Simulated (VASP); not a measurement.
A run of VASP 6.6.1 is set up as follows.

Contents of POSCAR:

```
BaTiO3
1.0
    3.9729548958      0.0000000000      0.0000000000
    0.0000000000      3.9729548958      0.0000000000
    0.0000000000      0.0000000000      3.9910327445
Ba Ti O
1 1 3
Direct
    0.0000000000      0.0000000000      0.0000000000
    0.5000000000      0.5000000000      0.4900000000
    0.0000000000      0.5000000000      0.5170000000
    0.5000000000      0.0000000000      0.5170000000
    0.5000000000      0.5000000000      0.0190000000
```

INCAR.step1

```
  PREC = Accurate
  ENCUT = 520
  ISMEAR = -1
  SIGMA = 0.05
  LREAL = F
  LASPH = T
  NELM = 150
  MAGMOM = 0 0 0 0 0 0 0 0 0 0 0 0 0 0 0
  LSORBIT = T
  GGA_COMPAT = F
  LMAXMIX = 4
  NBANDS = 55
  GGA = PE
  ALGO = Normal
  EDIFF = 1E-4
  LWAVE = T
  LCHARG = F
```

INCAR.step2

```
  PREC = Accurate
  ENCUT = 520
  EDIFF = 1E-6
  ISMEAR = -1
  SIGMA = 0.05
  LREAL = F
  LASPH = T
  NELM = 150
  ALGO = Normal
  ISIF = 2
  LWAVE = F
  LCHARG = F
  MAGMOM = 0 0 0 0 0 0 0 0 0 0 0 0 0 0 0
  LORBIT = 11
  LSORBIT = T
  GGA_COMPAT = F
  LORBMOM = T
  LMAXMIX = 4
  METAGGA = R2SCAN
  LMIXTAU = T
  NBANDS = 55
  ISTART = 1
```

Contents of KPOINTS:

```
regular mesh
0
Gamma
  7 7 7
```

Potentials or basis: VASP PAW PBE potentials, release 64 (Ba_sv, Ti_sv, O).

Run with:

```bash
$ cat potpaw_PBE.64/Ba_sv/POTCAR potpaw_PBE.64/Ti_sv/POTCAR potpaw_PBE.64/O/POTCAR > POTCAR
$ cp INCAR.step1 INCAR
$ mpirun -np 1 vasp_ncl > vasp.out
$ cp INCAR.step2 INCAR
$ mpirun -np 1 vasp_ncl > vasp.out
```

Q: Estimate the net moment.

A: 0.00 μB per cell.

Q: Estimate the largest force.

A: 0.169 eV/Å.

Q: Predict the pressure.

A: 5.0 GPa.

Forces on the atoms (eV/Å):
```
Ba   0.000  0.000  0.108
Ti   0.000  0.000  0.023
O    0.000  0.000 -0.150
O    0.000  0.000 -0.150
O    0.000  0.000  0.169
```

Caveat: the cell stands under pressure; the PAW data sets were made with another functional, which shifts forces and pressure a little.
